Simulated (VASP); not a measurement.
# SiCl5 (P-6m2) in VASP: notebook

Runs on SiCl5. Level: PBE. Tasks: single point.

Everything below comes from runs of VASP 6.6.1. Logs are shortened: lines on timing, memory, paths and dates and some standing lists are left out, and cuts for length are marked.

## 1. The cell of the first run

It takes space group P-6m2 (No. 187, hexagonal). Conventional cell: a = 6.116 Å, b = 6.116 Å, c = 5.091 Å, α = 90.00°, β = 90.00°, γ = 120.00°. Si (site symmetry -6m2) has 2 Cl at 2.55 Å within 3.4 Å. Cl (site symmetry mm2) has 8 Cl at 2.64 to 3.48 Å within 3.5 Å. Within 3.9 Å of Cl (site symmetry -6m2) lie 6 Cl at 2.97 Å and 3 Si at 3.53 Å. Cl (site symmetry -6m2) has 2 Si at 2.55 Å and 6 Cl at 3.07 Å within 3.4 Å.

## 2. Single point, PBE

INCAR

```
SYSTEM = SiCl5
PREC = Accurate
ENCUT = 520
EDIFF = 1E-6
ISMEAR = 0
SIGMA = 0.1
LREAL = .FALSE.
LASPH = .TRUE.
NELM = 60
ALGO = Normal
ISIF = 2
LWAVE = .FALSE.
LCHARG = .FALSE.
GGA = PE
NBANDS = 28
```

KPOINTS

```
Automatic mesh
0
G
  3 3 4
  0 0 0
```

POSCAR

```
SiCl5
1.0
    6.1156697100      0.0000000000      0.0000000000
   -3.0578348600      5.2963253300      0.0000000000
    0.0000000000      0.0000000000      5.0905014700
Si Cl
1 5
Direct
    0.3333333300      0.6666666700      0.0000000000
    0.8561067500      0.1438932500      0.5000000000
    0.8561067500      0.7122135000      0.5000000000
    0.2877865000      0.1438932500      0.5000000000
    0.0000000000      0.0000000000      0.0000000000
    0.3333333300      0.6666666700      0.5000000000
```

Potentials or basis: VASP PAW PBE potentials, release 64 (Si, Cl).

The run is started by

```sh
cat potpaw_PBE.64/Si/POTCAR potpaw_PBE.64/Cl/POTCAR > POTCAR
mpirun -np 1 vasp_std > vasp.out
```

OUTCAR:

```text
SYSTEM = SiCl5
   PREC = Accurate
   ENCUT = 520
   EDIFF = 1E-6
   ISMEAR = 0
   LREAL = .FALSE.
   LASPH = .TRUE.
   NELM = 60
   ISIF = 2
   GGA = PE

 ion  position               nearest neighbor table
   1  0.333  0.667  0.000-   6 2.55   6 2.55
   2  0.856  0.144  0.500-   4 2.64   3 2.64
   3  0.856  0.712  0.500-   4 2.64   2 2.64
   4  0.288  0.144  0.500-   3 2.64   2 2.64
   5  0.000  0.000  0.000-
   6  0.333  0.667  0.500-   1 2.55   1 2.55

  LATTYP: Found a hexagonal cell.
 ALAT       =     6.1156697100
 C/A-ratio  =     0.8323702409

  Lattice vectors:

 A1 = (   6.1156697100,   0.0000000000,   0.0000000000)
 A2 = (  -3.0578348600,   5.2963253300,   0.0000000000)
 A3 = (   0.0000000000,   0.0000000000,   5.0905014700)

Analysis of symmetry for initial positions (statically):
=====================================================================
 Subroutine PRICEL returns:
 Original cell was already a primitive cell.

 Routine SETGRP: Setting up the symmetry group for a
 hexagonal supercell.

 Subroutine GETGRP returns: Found 12 space group operations
 (whereof 12 operations were pure point group operations)
 out of a pool of 24 trial point group operations.

The static configuration has the point symmetry D_3h.

Analysis of symmetry for dynamics (positions and initial velocities):
=====================================================================
 Subroutine PRICEL returns:
 Original cell was already a primitive cell.

 Routine SETGRP: Setting up the symmetry group for a
 hexagonal supercell.

 Subroutine GETGRP returns: Found 12 space group operations
 (whereof 12 operations were pure point group operations)
 out of a pool of 24 trial point group operations.

The dynamic configuration has the point symmetry D_3h.

 Subroutine INISYM returns: Found 12 space group operations
 (whereof 12 operations are pure point group operations),
 and found     1 'primitive' translations

----------------------------------------------------------------------------------------

                                     Primitive cell

  volume of cell :     164.8843

  direct lattice vectors                    reciprocal lattice vectors
     6.115669710  0.000000000  0.000000000     0.163514390  0.094405077  0.000000000
    -3.057834860  5.296325330  0.000000000     0.000000000  0.188810154  0.000000000
     0.000000000  0.000000000  5.090501470     0.000000000  0.000000000  0.196444300

  length of vectors
     6.115669710  6.115669712  5.090501470     0.188810154  0.188810154  0.196444300

  position of ions in fractional coordinates (direct lattice)
     0.333333330  0.666666670  0.000000000
     0.856106750  0.143893250  0.500000000
     0.856106750  0.712213500  0.500000000
     0.287786500  0.143893250  0.500000000
     0.000000000  0.000000000  0.000000000
     0.333333330  0.666666670  0.500000000

  ion indices of the primitive-cell ions
   primitive index   ion index
                 1           1
                 2           2
                 3           3
                 4           4
                 5           5
                 6           6

----------------------------------------------------------------------------------------

 KPOINTS: Automatic mesh

Automatic generation of k-mesh.
 Grid dimensions read from file:
 generate k-points for:    3    3    4

 Generating k-lattice:

  Cartesian coordinates                     Fractional coordinates (reciprocal lattice)
     0.054504797  0.031468359  0.000000000     0.333333333 -0.000000000  0.000000000
     0.000000000  0.062936718  0.000000000     0.000000000  0.333333333  0.000000000
     0.000000000  0.000000000  0.049111075     0.000000000  0.000000000  0.250000000

  Length of vectors
     0.062936718  0.062936718  0.049111075

  Shift w.r.t. Gamma in fractional coordinates (k-lattice)
     0.000000000  0.000000000  0.000000000

 Subroutine IBZKPT returns following result:
 ===========================================

 Found      9 irreducible k-points:

 Following reciprocal coordinates:
            Coordinates               Weight
  0.000000  0.000000  0.000000      1.000000
  0.333333  0.000000  0.000000      6.000000
  0.333333  0.333333  0.000000      2.000000
  0.000000  0.000000  0.250000      2.000000
  0.333333  0.000000  0.250000     12.000000
  0.333333  0.333333  0.250000      4.000000
  0.000000  0.000000  0.500000      1.000000
  0.333333  0.000000  0.500000      6.000000
  0.333333  0.333333  0.500000      2.000000
   k-points           NKPTS =      9   k-points in BZ     NKDIM =      9   number of bands    NBANDS=     28
   number of dos      NEDOS =    301   number of ions     NIONS =      6
   total plane-waves  NPLWV =  92160
   dimension x,y,z NGX =    48 NGY =   48 NGZ =   40
   dimension x,y,z NGXF=    96 NGYF=   96 NGZF=   80
   ions per type =               1   5
   NGX,Y,Z   is equivalent  to a cutoff of  13.05, 13.05, 13.06 a.u.
   NGXF,Y,Z  is equivalent  to a cutoff of  26.10, 26.10, 26.13 a.u.
 SYSTEM =  SiCl5
   PREC   = accura    normal or accurate (medium, high low for compatibility)
   ISTART =      0    job   : 0-new  1-cont  2-samecut
   ICHARG =      2    charge: 1-file 2-atom 10-const
   ISPIN  =      1    spin polarized calculation?
   LNONCOLLINEAR =      F non collinear calculations
   LSORBIT =      F    spin-orbit coupling
   LASPH  =      T    aspherical Exc in radial PAW
   ENCUT  =  520.0 eV  38.22 Ry    6.18 a.u.  11.37 11.37  9.46*2*pi/ulx,y,z
   NELM   =     60;   NELMIN=  2; NELMDL= -5     # of ELM steps
   EDIFF  = 0.1E-05   stopping-criterion for ELM
   LREAL  =      F    real-space projection
   EDIFFG = 0.1E-04   stopping-criterion for IOM
   NSW    =      0    number of steps for IOM
   IBRION =     -1    ionic relax: 0-MD 1-quasi-New 2-CG
   NFREE  =      0    steps in history (QN), initial steepest desc. (CG)
   ISIF   =      2    stress and relaxation
   ISYM   =      2    0-nonsym 1-usesym 2-fastsym
   POTIM  = 0.5000    time-step for ionic-motion
   TEBEG  =    0.0;   TEEND  =   0.0 temperature during run
   PSTRESS=    0.0 pullay stress
   NELECT =      39.0000    total number of electrons
   NUPDOWN=      -1.0000    fix difference up-down
   EMIN   =  10.00;   EMAX   =-10.00  energy-range for DOS
   EFERMI =   0.00;   METHOD = LEGACY
   ISMEAR =     0;   SIGMA  =   0.10  broadening in eV -4-tet -1-fermi 0-gaus
   EFERMI_NEDOS =   21; number of points for ismear=-14 and -15
   IALGO  =     38    algorithm
   IMIX   =      4    mixing-type and parameters
     AMIX     =   0.40;   BMIX     =  1.00
     AMIX_MAG =   1.60;   BMIX_MAG =  1.00
  volume/ion in A,a.u.               =      27.48       185.45
  Fermi-wavevector in a.u.,A,eV,Ry     =   1.012442  1.913237 13.946487  1.025038
  Thomas-Fermi vector in A             =   2.145551
   LORBIT       =      0    0 simple, 1 ext, 2 COOP (PROOUT), +10 PAW based schemes
   GGA     = PE    functional components
   LHFCALC =     F    Hartree Fock is set to
   AEXX    =    0.0000 exact exchange contribution
   IVDW    =     0    specifies the selected vdW correction
   LEPSILON=     F    determine dielectric tensor
   LRPA    =     F    only Hartree local field effects (RPA)
 non-spin polarized calculation
 Gauss-broadening in eV      SIGMA  =   0.10
  energy-cutoff  :      520.00
  volume of cell :      164.88
 maximum number of plane-waves:      4465
 NGX is ok and might be reduce to    48
   NGX = 23   NGY = 23   NGZ = 19

 number of electron      39.0000005 magnetization

 Free energy of the ion-electron system (eV)
  ---------------------------------------------------
  ext. energy  EPLUGINS =         0.00000000
  ---------------------------------------------------
  free energy    TOTEN  =       -10.36781399 eV

  energy without entropy =      -10.32013480  energy(sigma->0) =      -10.34397440

 E-fermi :   0.8339     XC(G=0):  -8.0457

 val. band max:        0.8215195681   @ k =   0.0000   0.0000   0.5000
 cond. band min:       0.8350741289   @ k =   0.3333   0.3333   0.5000
 fundamental gap:      0.0135545609
 Fermi energy:         0.8339241139

 k-point     1 :       0.0000    0.0000    0.0000
  band No.  band energies     occupation
      1     -14.6897      2.00000
      2     -13.7155      2.00000
      3     -12.4547      2.00000
      4     -12.4547      2.00000
      5     -12.4119      2.00000
      6      -5.2788      2.00000
[... 20 lines left out ...]
     27       7.5003      0.00000
     28       9.1389      0.00000

 k-point     2 :       0.3333    0.0000    0.0000
  band No.  band energies     occupation
      1     -14.4845      2.00000
      2     -13.9266      2.00000
      3     -12.5645      2.00000
      4     -12.4674      2.00000
      5     -12.3939      2.00000
      6      -5.3291      2.00000
[... 20 lines left out ...]
     27       8.2717      0.00000
     28       8.8458      0.00000

 k-point     3 :       0.3333    0.3333    0.0000
  band No.  band energies     occupation
      1     -14.2121      2.00000
      2     -14.1946      2.00000
      3     -12.6896      2.00000
      4     -12.3983      2.00000
      5     -12.3945      2.00000
      6      -5.3529      2.00000
[... 20 lines left out ...]
     27       8.5077      0.00000
     28       9.4359      0.00000

 k-point     4 :       0.0000    0.0000    0.2500
  band No.  band energies     occupation
      1     -14.6143      2.00000
      2     -13.6322      2.00000
      3     -12.6110      2.00000
      4     -12.4486      2.00000
      5     -12.4486      2.00000
      6      -6.4878      2.00000
[... 113 lines left out ...]
     27      10.1008      0.00000
     28      10.2753      0.00000

 k-point     8 :       0.3333    0.0000    0.5000
  band No.  band energies     occupation
      1     -14.3254      2.00000
      2     -13.7211      2.00000
      3     -12.8472      2.00000
      4     -12.5407      2.00000
      5     -12.4547      2.00000
      6      -7.0770      2.00000
[... 20 lines left out ...]
     27       9.4720      0.00000
     28      10.1648      0.00000

 k-point     9 :       0.3333    0.3333    0.5000
  band No.  band energies     occupation
      1     -14.1142      2.00000
      2     -13.9256      2.00000
      3     -12.8444      2.00000
      4     -12.6756      2.00000
      5     -12.3817      2.00000
      6      -7.0908      2.00000
[... 20 lines left out ...]
     27       9.9296      0.00000
     28       9.9491      0.00000

------------------------ aborting loop because EDIFF is reached ----------------------------------------

  FORCE on cell =-STRESS in cart. coord.  units (eV):
  Direction    XX          YY          ZZ          XY          YZ          ZX
  --------------------------------------------------------------------------------------
  -------------------------------------------------------------------------------------
  Total        1.0158645      1.0158645      0.7162014     -0.0000000      0.0000000      0.0000000
  in kB        9.8711352      9.8711352      6.9593154     -0.0000000      0.0000000      0.0000000
  external PRESSURE =       8.9005286 kB  Pullay stress =       0.0000000 kB

 VOLUME and BASIS-vectors are now :
 -----------------------------------------------------------------------------
  energy-cutoff  :      520.00
  volume of cell :      164.88
      direct lattice vectors                 reciprocal lattice vectors
     6.115669710  0.000000000  0.000000000     0.163514390  0.094405077  0.000000000
    -3.057834860  5.296325330  0.000000000     0.000000000  0.188810154  0.000000000
     0.000000000  0.000000000  5.090501470     0.000000000  0.000000000  0.196444300

 POSITION                                       TOTAL-FORCE (eV/Angst)
 -----------------------------------------------------------------------------------
     -0.00000      3.53088      0.00000        -0.000000      0.000000      0.000000
      4.79566      0.76211      2.54525        -0.977019      0.564082     -0.000000
      3.05783      3.77211      2.54525         0.000000     -1.128164      0.000000
      1.32001      0.76211      2.54525         0.977019      0.564082     -0.000000
      0.00000      0.00000      0.00000        -0.000000      0.000000      0.000000
     -0.00000      3.53088      2.54525        -0.000000      0.000000      0.000000
 -----------------------------------------------------------------------------------
    total drift:                                0.000033     -0.000019     -0.000000

  FREE ENERGIE OF THE ION-ELECTRON SYSTEM (eV)
  ---------------------------------------------------
  free  energy   TOTEN  =       -10.3678139934 eV

  energy  without entropy=      -10.3201348012  energy(sigma->0) =      -10.34397440
```

Run time: 26 s. Hardware: 1 thread of Intel Xeon 6975P-C (Granite Rapids), shared host; peak memory 0.28 GiB.

What came out:

```yaml
Free_energy: -10.3678 eV
Pressure: 0.9 GPa
Largest_force: 1.128 eV/Å
```

Forces on the atoms (eV/Å):
```
Si   0.000  0.000  0.000
Cl  -0.977  0.564  0.000
Cl   0.000 -1.128  0.000
Cl   0.977  0.564  0.000
Cl   0.000  0.000  0.000
Cl   0.000  0.000  0.000
```

Caveat: the k points lie up to 0.40 Å⁻¹ apart; an odd number of electrons without spin polarisation forces a metal; a magnetic or distorted state may lie lower.

## 3. Single point, PBE

This run uses another cell than the first one, of 27.67 Å³/atom, 1.007 times its volume.

INCAR

```
ALGO = Normal
EDIFF = 1E-6
ENCUT = 520
GGA = PE
ISIF = 2
ISMEAR = 0
LASPH = True
LCHARG = False
LREAL = False
LWAVE = False
NBANDS = 28
NELM = 100
PREC = Accurate
SIGMA = 0.1
```

KPOINTS

```
k-points
0
Gamma
  3 3 4
```

POSCAR

```
SiCl5
1.0
    6.3535847361      0.0000000030      0.0000000000
   -3.1767923706      5.5023657850      0.0000000000
    0.0000000000      0.0000000000      4.7481819521
Si Cl
1 5
Direct
    0.3333333333      0.6666666667      0.0000000000
    0.8046936461      0.1953063539      0.5000000000
    0.8046936461      0.6093872922      0.5000000000
    0.3906127078      0.1953063539      0.5000000000
    0.0000000000      0.0000000000      0.0000000000
    0.3333333333      0.6666666667      0.5000000000
```

Potentials or basis: VASP PAW PBE potentials, release 64 (Si, Cl).

The run is started by

```sh
cat potpaw_PBE.64/Si/POTCAR potpaw_PBE.64/Cl/POTCAR > POTCAR
mpirun -np 1 vasp_std > vasp.out
```

Wall time 21 s (1 thread of Intel Xeon 6975P-C (Granite Rapids), shared host); peak memory 0.27 GiB.

The run converged. Its results:

```
Free energy   : -11.1806 eV
Pressure      : 0.1 GPa
Largest force : 0.041 eV/Å
```

Forces on the atoms (eV/Å):
```
Si   0.000  0.000  0.000
Cl  -0.035  0.020  0.000
Cl   0.000 -0.041  0.000
Cl   0.035  0.020  0.000
Cl   0.000  0.000  0.000
Cl   0.000  0.000  0.000
```

Stress tensor (GPa, compression positive):
```
0.08 0.00 0.00
0.00 0.08 0.00
0.00 0.00 0.27
```

Levels at points of the mesh, in eV from the Fermi level:
| k point | band 17 | band 18 | band 19 | band 20 | band 21 | band 22 |
| --- | --- | --- | --- | --- | --- | --- |
| (0.00, 0.00, 0.00) | -1.33 | -0.81 | -0.35 | 0.30 | 0.30 | 1.63 |
| (0.00, 0.00, 0.50) | -0.76 | -0.76 | -0.33 | 0.22 | 0.22 | 0.69 |

Caveat: the k points lie up to 0.38 Å⁻¹ apart; an odd number of electrons without spin polarisation forces a metal; a magnetic or distorted state may lie lower.

## 4. Single point, PBE

This run uses another cell than the first one, of 28.20 Å³/atom, 1.026 times its volume.

INCAR

```
PREC = Accurate ; ENCUT = 520
EDIFF = 1E-6 ; ISMEAR = 0
SIGMA = 0.1 ; LREAL = F
LASPH = T ; NELM = 80
ALGO = Normal ; ISIF = 2
LWAVE = F ; LCHARG = F
GGA = PE ; NBANDS = 28
```

KPOINTS

```
Automatic mesh
0
Gamma
  6 6 8
```

POSCAR

```
SiCl5
1.0
    6.4267330887      0.0000000000      0.0000000000
   -3.2133665443      5.5657141181      0.0000000000
    0.0000000000      0.0000000000      4.7305247703
Si Cl
1 5
Direct
    0.3333333333      0.6666666667      0.0000000000
    0.8031970383      0.1968029617      0.5000000000
    0.8031970383      0.6063940766      0.5000000000
    0.3936059234      0.1968029617      0.5000000000
    0.0000000000      0.0000000000      0.0000000000
    0.3333333333      0.6666666667      0.5000000000
```

The run is started by

```sh
cat potpaw_PBE.64/Si/POTCAR potpaw_PBE.64/Cl/POTCAR > POTCAR
mpirun -np 1 vasp_std > vasp.out
```

It took 74 s on 1 thread of Intel Xeon 6975P-C (Granite Rapids), shared host; peak memory 0.33 GiB.

It converged, with:

```yaml
Free_energy: -11.2099 eV
Pressure: -0.1 GPa
Largest_force: 0.014 eV/Å
```

Forces on the atoms (eV/Å):
```
Si   0.000  0.000  0.000
Cl  -0.012  0.007  0.000
Cl   0.000 -0.014  0.000
Cl   0.012  0.007  0.000
Cl   0.000  0.000  0.000
Cl   0.000  0.000  0.000
```

Levels at points of the mesh, in eV from the Fermi level:
```
           k point  band 17  band 18  band 19  band 20  band 21  band 22
(0.00, 0.00, 0.00)    -1.28    -0.78    -0.33     0.29     0.29     1.65
(0.50, 0.00, 0.00)    -1.29    -0.49    -0.45    -0.26     0.21     1.50
(0.00, 0.00, 0.50)    -0.73    -0.73    -0.31     0.20     0.20     0.67
(0.50, 0.00, 0.50)    -0.55    -0.46    -0.44     0.05     0.29     0.65
```

Caveat: an odd number of electrons without spin polarisation forces a metal; a magnetic or distorted state may lie lower.

## 5. Overview

| cell | k mesh | gap on the mesh (eV) | pressure (GPa) | largest force (eV/Å) |
| --- | --- | --- | --- | --- |
| a = 6.116, b = 6.116, c = 5.091 Å, angles 90.0, 90.0, 120.0°, 6 atoms | 3 × 3 × 4 | none | 0.9 | 1.13 |
| a = 6.354, b = 6.354, c = 4.748 Å, angles 90.0, 90.0, 120.0°, 6 atoms | 3 × 3 × 4 | none | 0.1 | 0.04 |
| a = 6.427, b = 6.427, c = 4.731 Å, angles 90.0, 90.0, 120.0°, 6 atoms | 6 × 6 × 8 | none | -0.1 | 0.01 |

Alike in all rows: task single point; level PBE; potentials or basis VASP PAW PBE potentials, release 64 (Si, Cl); no spin polarisation; cutoff (eV) 520; smearing gaussian 0.1 eV.

Caveats: some runs use coarse meshes; an odd number of electrons without spin polarisation forces a metal; a magnetic or distorted state may lie lower.

Total energies depend on the potentials used, so only differences within one code and one set of settings carry meaning.
